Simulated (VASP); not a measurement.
Wanted: the native input for a VASP 6.6.1 run.

* Task: single point
* Functional: RPBE
* Potentials or basis: VASP PAW PBE potentials, release 64 (Be, Se)
* Cutoff: 600 eV
* k mesh: 6 × 6 × 6
* Occupations: gaussian, width 0.1 eV
* Spin: no spin polarisation
* Hubbard terms: Se p U = 5.3 eV
* Dipole correction: no
* Further INCAR settings: ALGO = Normal; EDIFF = 1e-06; NBANDS = 11

The structure of BeSe lies in POSCAR:

```
BeSe
1.0
    0.0000000000      2.5839687382      2.5839687382
    2.5839687382      0.0000000000      2.5839687382
    2.5839687382      2.5839687382      0.0000000000
Be Se
1 1
Direct
    0.0000000000      0.0000000000      0.0000000000
    0.2500000000      0.2500000000      0.2500000000
```

These files were run (other wordings do the same):

INCAR

```
PREC = Accurate ; ENCUT = 600
EDIFF = 1E-6 ; ISMEAR = 0
SIGMA = 0.1 ; LREAL = F
LASPH = T ; NELM = 200
ALGO = Normal ; ISIF = 2
LWAVE = F ; LCHARG = F
LDAU = T ; LDAUTYPE = 2
LDAUL = -1 1 ; LDAUU = 0 5.3
LDAUJ = 0 0 ; LDAUPRINT = 1
GGA = RP ; NBANDS = 11
GGA_COMPAT = F
```

KPOINTS

```
Automatic mesh
0
Gamma
  6 6 6
```

Potentials or basis: VASP PAW PBE potentials, release 64 (Be, Se).

The run is started by

```bash
$ cat potpaw_PBE.64/Be/POTCAR potpaw_PBE.64/Se/POTCAR > POTCAR
$ mpirun -np 1 vasp_std > vasp.out
```

It gave:

| Item | Value |
| --- | --- |
| Pressure | 3.8 GPa |
| Band gap on the k mesh | 2.56 eV (least direct gap 4.17 eV) |

Caveat: the cell stands under pressure; the PAW data sets were made with another functional, which shifts forces and pressure a little.

Wall time 8.6 s on 1 thread of AMD EPYC 7R13 Processor (Zen 3) (shared host), peak memory 0.14 GiB.
